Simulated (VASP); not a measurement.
# HfOs3 (Pm-3m) in VASP: further runs

The runs below take HfOs3 through single point, relaxation of cell and atoms, with LDA.

All numbers are computed with VASP 6.6.1; they aren't measurements. Logs are shortened: lines on timing, memory, paths and dates and some standing lists are left out, and cuts for length are marked.

### 1 The cell of the first run

It takes space group Pm-3m (No. 221, cubic). Conventional cell: a = 3.900 Å, b = 3.900 Å, c = 3.900 Å, α = 90.00°, β = 90.00°, γ = 90.00°. Within 3.6 Å of Hf (site symmetry m-3m) lie 12 Os at 2.76 Å. Os (site symmetry 4/mmm) has 4 Hf at 2.76 Å and 8 Os at 2.76 Å within 3.6 Å.

### 2 Single point, LDA

The input, INCAR:

```
SYSTEM = HfOs3
PREC = Accurate
ENCUT = 520
EDIFF = 1E-6
ISMEAR = 1
SIGMA = 0.1
LREAL = .False.
LASPH = .True.
NELM = 100
ALGO = Normal
ISIF = 2
LWAVE = .False.
LCHARG = .False.
NBANDS = 25
```

The input, KPOINTS:

```
Automatic mesh
0
Gamma
  6 6 6
  0 0 0
```

The input, POSCAR:

```
HfOs3
1.0
    3.9004783004      0.0000000000      0.0000000000
    0.0000000000      3.9004783004      0.0000000000
    0.0000000000      0.0000000000      3.9004783004
Hf Os
1 3
Direct
    0.0000000000      0.0000000000      0.0000000000
    0.5000000000      0.5000000000      0.0000000000
    0.5000000000      0.0000000000      0.5000000000
    0.0000000000      0.5000000000      0.5000000000
```

Potentials or basis: VASP PAW LDA potentials, release 64 (Hf_pv, Os).

Started as:

```
cat potpaw_LDA.64/Hf_pv/POTCAR potpaw_LDA.64/Os/POTCAR > POTCAR
mpirun -np 1 vasp_std > vasp.out
```

OUTCAR:

```text
SYSTEM = HfOs3
   PREC = Accurate
   ENCUT = 520
   EDIFF = 1E-6
   ISMEAR = 1
   LREAL = .False.
   LASPH = .True.
   NELM = 100
   ISIF = 2

 ion  position               nearest neighbor table
   1  0.000  0.000  0.000-   2 2.76   3 2.76   4 2.76   3 2.76   4 2.76   2 2.76   4 2.76   4 2.76
                             2 2.76   3 2.76   3 2.76   2 2.76
   2  0.500  0.500  0.000-   1 2.76   3 2.76   4 2.76   3 2.76   4 2.76   1 2.76   3 2.76   3 2.76
                             1 2.76   4 2.76   4 2.76   1 2.76
   3  0.500  0.000  0.500-   1 2.76   2 2.76   4 2.76   1 2.76   2 2.76   2 2.76   4 2.76   2 2.76
                             1 2.76   4 2.76   1 2.76   4 2.76
   4  0.000  0.500  0.500-   1 2.76   2 2.76   3 2.76   1 2.76   2 2.76   1 2.76   3 2.76   1 2.76
                             2 2.76   3 2.76   2 2.76   3 2.76

  LATTYP: Found a simple cubic cell.
 ALAT       =     3.9004783004

  Lattice vectors:

 A1 = (   3.9004783004,   0.0000000000,   0.0000000000)
 A2 = (   0.0000000000,   3.9004783004,   0.0000000000)
 A3 = (   0.0000000000,   0.0000000000,   3.9004783004)

Analysis of symmetry for initial positions (statically):
=====================================================================
 Subroutine PRICEL returns:
 Original cell was already a primitive cell.

 Routine SETGRP: Setting up the symmetry group for a
 simple cubic supercell.

 Subroutine GETGRP returns: Found 48 space group operations
 (whereof 48 operations were pure point group operations)
 out of a pool of 48 trial point group operations.

The static configuration has the point symmetry O_h .

Analysis of symmetry for dynamics (positions and initial velocities):
=====================================================================
 Subroutine PRICEL returns:
 Original cell was already a primitive cell.

 Routine SETGRP: Setting up the symmetry group for a
 simple cubic supercell.

 Subroutine GETGRP returns: Found 48 space group operations
 (whereof 48 operations were pure point group operations)
 out of a pool of 48 trial point group operations.

The dynamic configuration has the point symmetry O_h .

 Subroutine INISYM returns: Found 48 space group operations
 (whereof 48 operations are pure point group operations),
 and found     1 'primitive' translations

----------------------------------------------------------------------------------------

                                     Primitive cell

  volume of cell :      59.3408

  direct lattice vectors                    reciprocal lattice vectors
     3.900478300  0.000000000  0.000000000     0.256378814  0.000000000  0.000000000
     0.000000000  3.900478300  0.000000000     0.000000000  0.256378814  0.000000000
     0.000000000  0.000000000  3.900478300     0.000000000  0.000000000  0.256378814

  length of vectors
     3.900478300  3.900478300  3.900478300     0.256378814  0.256378814  0.256378814

  position of ions in fractional coordinates (direct lattice)
     0.000000000  0.000000000  0.000000000
     0.500000000  0.500000000  0.000000000
     0.500000000  0.000000000  0.500000000
     0.000000000  0.500000000  0.500000000

  ion indices of the primitive-cell ions
   primitive index   ion index
                 1           1
                 2           2
                 3           3
                 4           4

----------------------------------------------------------------------------------------

 KPOINTS: Automatic mesh

Automatic generation of k-mesh.
 Grid dimensions read from file:
 generate k-points for:    6    6    6

 Generating k-lattice:

  Cartesian coordinates                     Fractional coordinates (reciprocal lattice)
     0.042729802  0.000000000  0.000000000     0.166666667  0.000000000  0.000000000
     0.000000000  0.042729802  0.000000000     0.000000000  0.166666667  0.000000000
     0.000000000  0.000000000  0.042729802     0.000000000  0.000000000  0.166666667

  Length of vectors
     0.042729802  0.042729802  0.042729802

  Shift w.r.t. Gamma in fractional coordinates (k-lattice)
     0.000000000  0.000000000  0.000000000

 Subroutine IBZKPT returns following result:
 ===========================================

 Found     20 irreducible k-points:

 Following reciprocal coordinates:
            Coordinates               Weight
  0.000000  0.000000  0.000000      1.000000
  0.166667  0.000000  0.000000      6.000000
  0.333333  0.000000  0.000000      6.000000
  0.500000  0.000000  0.000000      3.000000
  0.166667  0.166667  0.000000     12.000000
  0.333333  0.166667  0.000000     24.000000
[... 12 lines left out ...]
  0.500000  0.500000  0.333333      6.000000
  0.500000  0.500000  0.500000      1.000000
   k-points           NKPTS =     20   k-points in BZ     NKDIM =     20   number of bands    NBANDS=     25
   number of dos      NEDOS =    301   number of ions     NIONS =      4
   total plane-waves  NPLWV =  27000
   dimension x,y,z NGX =    30 NGY =   30 NGZ =   30
   dimension x,y,z NGXF=    60 NGYF=   60 NGZF=   60
   ions per type =               1   3
   NGX,Y,Z   is equivalent  to a cutoff of  12.79, 12.79, 12.79 a.u.
   NGXF,Y,Z  is equivalent  to a cutoff of  25.57, 25.57, 25.57 a.u.
 SYSTEM =  HfOs3
   PREC   = accura    normal or accurate (medium, high low for compatibility)
   ISTART =      0    job   : 0-new  1-cont  2-samecut
   ICHARG =      2    charge: 1-file 2-atom 10-const
   ISPIN  =      1    spin polarized calculation?
   LNONCOLLINEAR =      F non collinear calculations
   LSORBIT =      F    spin-orbit coupling
   LASPH  =      T    aspherical Exc in radial PAW
   ENCUT  =  520.0 eV  38.22 Ry    6.18 a.u.   7.25  7.25  7.25*2*pi/ulx,y,z
   NELM   =    100;   NELMIN=  2; NELMDL= -5     # of ELM steps
   EDIFF  = 0.1E-05   stopping-criterion for ELM
   LREAL  =      F    real-space projection
   EDIFFG = 0.1E-04   stopping-criterion for IOM
   NSW    =      0    number of steps for IOM
   IBRION =     -1    ionic relax: 0-MD 1-quasi-New 2-CG
   NFREE  =      0    steps in history (QN), initial steepest desc. (CG)
   ISIF   =      2    stress and relaxation
   ISYM   =      2    0-nonsym 1-usesym 2-fastsym
   POTIM  = 0.5000    time-step for ionic-motion
   TEBEG  =    0.0;   TEEND  =   0.0 temperature during run
   PSTRESS=    0.0 pullay stress
   NELECT =      34.0000    total number of electrons
   NUPDOWN=      -1.0000    fix difference up-down
   EMIN   =  10.00;   EMAX   =-10.00  energy-range for DOS
   EFERMI =   0.00;   METHOD = LEGACY
   ISMEAR =     1;   SIGMA  =   0.10  broadening in eV -4-tet -1-fermi 0-gaus
   EFERMI_NEDOS =   21; number of points for ismear=-14 and -15
   IALGO  =     38    algorithm
   IMIX   =      4    mixing-type and parameters
     AMIX     =   0.40;   BMIX     =  1.00
     AMIX_MAG =   1.60;   BMIX_MAG =  1.00
  volume/ion in A,a.u.               =      14.84       100.11
  Fermi-wavevector in a.u.,A,eV,Ry     =   1.359721  2.569501 25.155027  1.848842
  Thomas-Fermi vector in A             =   2.486445
   LORBIT       =      0    0 simple, 1 ext, 2 COOP (PROOUT), +10 PAW based schemes
   GGA     = CA    functional components
   LHFCALC =     F    Hartree Fock is set to
   AEXX    =    0.0000 exact exchange contribution
   IVDW    =     0    specifies the selected vdW correction
   LEPSILON=     F    determine dielectric tensor
   LRPA    =     F    only Hartree local field effects (RPA)
 non-spin polarized calculation
 Methfessel and Paxton  Order N= 1 SIGMA  =   0.10
  energy-cutoff  :      520.00
  volume of cell :       59.34
 maximum number of plane-waves:      1628
 NGX is ok and might be reduce to    30
   NGX = 15   NGY = 15   NGZ = 15

 number of electron      34.0000005 magnetization

 Free energy of the ion-electron system (eV)
  ---------------------------------------------------
  ext. energy  EPLUGINS =         0.00000000
  ---------------------------------------------------
  free energy    TOTEN  =       -49.09407277 eV

  energy without entropy =      -49.09396325  energy(sigma->0) =      -49.09403626

 E-fermi :   7.9598     XC(G=0): -13.7391

 val. band max:        7.9279734658   @ k =   0.3333   0.3333   0.3333
 cond. band min:       7.9652534615   @ k =   0.5000   0.3333   0.0000
 fundamental gap:      0.0372799957
 Fermi energy:         7.9597685354

 k-point     1 :       0.0000    0.0000    0.0000
  band No.  band energies     occupation
      1     -21.4126      2.00000
      2     -21.4126      2.00000
      3     -21.4126      2.00000
      4      -1.5616      2.00000
      5       1.5198      2.00000
      6       1.6493      2.00000
[... 17 lines left out ...]
     24      13.6972      0.00000
     25      15.5611      0.00000

 k-point     2 :       0.1667    0.0000    0.0000
  band No.  band energies     occupation
      1     -21.4410      2.00000
      2     -21.4180      2.00000
      3     -21.4180      2.00000
      4      -1.1268      2.00000
      5       1.7642      2.00000
      6       1.9283      2.00000
[... 17 lines left out ...]
     24      13.3610      0.00000
     25      15.5020      0.00000

 k-point     3 :       0.3333    0.0000    0.0000
  band No.  band energies     occupation
      1     -21.4970      2.00000
      2     -21.4286      2.00000
      3     -21.4286      2.00000
      4       0.0539      2.00000
      5       2.1100      2.00000
      6       2.6899      2.00000
[... 440 lines left out ...]
 k-point    19 :       0.5000    0.5000    0.3333
  band No.  band energies     occupation
      1     -21.4631      2.00000
      2     -21.4631      2.00000
      3     -21.4539      2.00000
      4       1.6859      2.00000
      5       1.6955      2.00000
      6       1.6955      2.00000
[... 17 lines left out ...]
     24      12.7502      0.00000
     25      13.6606      0.00000

 k-point    20 :       0.5000    0.5000    0.5000
  band No.  band energies     occupation
      1     -21.4541      2.00000
      2     -21.4541      2.00000
      3     -21.4541      2.00000
      4       1.4020      2.00000
      5       1.4020      2.00000
      6       1.4020      2.00000
[... 17 lines left out ...]
     24      13.0405      0.00000
     25      13.0405      0.00000

------------------------ aborting loop because EDIFF is reached ----------------------------------------

  FORCE on cell =-STRESS in cart. coord.  units (eV):
  Direction    XX          YY          ZZ          XY          YZ          ZX
  --------------------------------------------------------------------------------------
  -------------------------------------------------------------------------------------
  Total        0.9952817      0.9952817      0.9952817      0.0000000      0.0000000     -0.0000000
  in kB       26.8721875     26.8721875     26.8721875      0.0000000      0.0000000     -0.0000000
  external PRESSURE =      26.8721875 kB  Pullay stress =       0.0000000 kB

 VOLUME and BASIS-vectors are now :
 -----------------------------------------------------------------------------
  energy-cutoff  :      520.00
  volume of cell :       59.34
      direct lattice vectors                 reciprocal lattice vectors
     3.900478300  0.000000000  0.000000000     0.256378814  0.000000000  0.000000000
     0.000000000  3.900478300  0.000000000     0.000000000  0.256378814  0.000000000
     0.000000000  0.000000000  3.900478300     0.000000000  0.000000000  0.256378814

 POSITION                                       TOTAL-FORCE (eV/Angst)
 -----------------------------------------------------------------------------------
      0.00000      0.00000      0.00000         0.000000      0.000000      0.000000
      1.95024      1.95024      0.00000         0.000000      0.000000      0.000000
      1.95024      0.00000      1.95024         0.000000      0.000000      0.000000
      0.00000      1.95024      1.95024         0.000000      0.000000      0.000000
 -----------------------------------------------------------------------------------
    total drift:                                0.000000      0.000000     -0.000000

  FREE ENERGIE OF THE ION-ELECTRON SYSTEM (eV)
  ---------------------------------------------------
  free  energy   TOTEN  =       -49.0940727698 eV

  energy  without entropy=      -49.0939632464  energy(sigma->0) =      -49.09403626
```

Run time: 26 s. Hardware: 1 thread of Intel Xeon Platinum 8488C (Sapphire Rapids), shared host; peak memory 0.16 GiB.

Results:

- Free energy: -49.0941 eV
- Pressure: 2.7 GPa
- Band gap on the k mesh: zero (bands 17 and 18 overlap by 4.32 eV)

Levels at points of the mesh, in eV from the Fermi level:
```tsv
k point	band 13	band 14	band 15	band 16	band 17	band 18	band 19	band 20	band 21	band 22
(0.00, 0.00, 0.00)	-1.66	0.98	0.98	2.64	3.31	3.31	3.31	3.42	3.42	3.42
(0.50, 0.00, 0.00)	-2.79	-1.53	-1.16	-0.43	-0.21	-0.21	1.42	2.44	2.44	3.30
(0.50, 0.50, 0.00)	-2.81	-2.71	-1.42	-0.98	-0.92	-0.92	0.24	0.25	3.38	3.38
(0.50, 0.50, 0.50)	-1.84	-1.03	-1.03	0.10	1.25	1.25	1.25	2.67	2.67	2.67
```

Caveat: spin-orbit coupling is left out, which moves the levels of the heavy elements.

### 3 Relaxation of cell and atoms, LDA

This run uses another cell than the first one, of 15.68 Å³/atom.

The input, INCAR:

```
SYSTEM = HfOs3
PREC = Accurate ; ENCUT = 600
EDIFF = 1E-6 ; ISMEAR = 1
SIGMA = 0.1 ; LREAL = .FALSE.
LASPH = .TRUE. ; NELM = 60
ALGO = Normal ; ISIF = 3
LWAVE = .FALSE. ; LCHARG = .FALSE.
IBRION = 2 ; NSW = 80
EDIFFG = -0.02
```

The input, KPOINTS:

```
regular mesh
0
G
  6 6 6
  0 0 0
```

The input, POSCAR:

```
HfOs3
1.0
    3.9735610000      0.0000000000      0.0000000000
    0.0000000000      3.9735610000      0.0000000000
    0.0000000000      0.0000000000      3.9735610000
Hf Os
1 3
Direct
    0.0000000000      0.0000000000      0.0000000000
    0.5000000000      0.5000000000      0.0000000000
    0.5000000000      0.0000000000      0.5000000000
    0.0000000000      0.5000000000      0.5000000000
```

Potentials or basis: VASP PAW LDA potentials, release 64 (Hf_pv, Os).

Started as:

```
cat potpaw_LDA.64/Hf_pv/POTCAR potpaw_LDA.64/Os/POTCAR > POTCAR
mpirun -np 1 vasp_std > vasp.out
```

Run time: 56 s. Hardware: 1 thread of Intel Xeon Platinum 8488C (Sapphire Rapids), shared host; peak memory 0.18 GiB.

Results (log left out):

```
Free energy                           : -49.1060 eV
Relaxed volume                        : 14.96 Å³/atom
Relaxed cell                          : a = 3.911 Å, b = 3.911 Å, c = 3.911 Å, α = 90.00°, β = 90.00°, γ = 90.00°
Space group after relaxing (to 0.1 Å) : Pm-3m (No. 221)
Energy gained by relaxing             : 32.8 meV/atom
Ionic steps                           : 5
Pressure after relaxing               : 0.1 GPa
Band gap on the k mesh                : zero (bands 17 and 18 overlap by 4.26 eV)
```

Step by step:
```
step  energy change (eV)  largest force (eV/Å)  pressure (GPa)  volume (Å³)
   1              0.0000                0.0000          -13.92        62.74
   2              1.6033                0.0000           73.95        51.16
   3             -0.1305                0.0000           -1.03        60.04
   4             -0.1311                0.0000           -0.22        59.89
   5             -0.1311                0.0000            0.09        59.83
```

Final structure:
```cif
data_structure
_symmetry_space_group_name_H-M 'P 1'
_symmetry_Int_Tables_number 1
_cell_length_a 3.9112
_cell_length_b 3.9112
_cell_length_c 3.9112
_cell_angle_alpha 90.000
_cell_angle_beta 90.000
_cell_angle_gamma 90.000
_cell_volume 59.83
loop_
_atom_site_label
_atom_site_type_symbol
_atom_site_fract_x
_atom_site_fract_y
_atom_site_fract_z
_atom_site_occupancy
Hf1 Hf 0.00000 0.00000 0.00000 1
Os1 Os 0.50000 0.50000 0.00000 1
Os2 Os 0.50000 0.00000 0.50000 1
Os3 Os 0.00000 0.50000 0.50000 1
```

Levels at points of the mesh, in eV from the Fermi level:
```csv
k point,band 13,band 14,band 15,band 16,band 17,band 18,band 19,band 20,band 21
"(0.00, 0.00, 0.00)",-1.63,0.97,0.97,2.61,3.27,3.27,3.27,3.38,3.38
"(0.50, 0.00, 0.00)",-2.76,-1.52,-1.15,-0.43,-0.20,-0.20,1.41,2.43,2.43
"(0.50, 0.50, 0.00)",-2.77,-2.67,-1.40,-0.97,-0.91,-0.91,0.24,0.25,3.36
"(0.50, 0.50, 0.50)",-1.82,-1.01,-1.01,0.10,1.23,1.23,1.23,2.64,2.64
```

Caveat: spin-orbit coupling is left out, which moves the levels of the heavy elements.
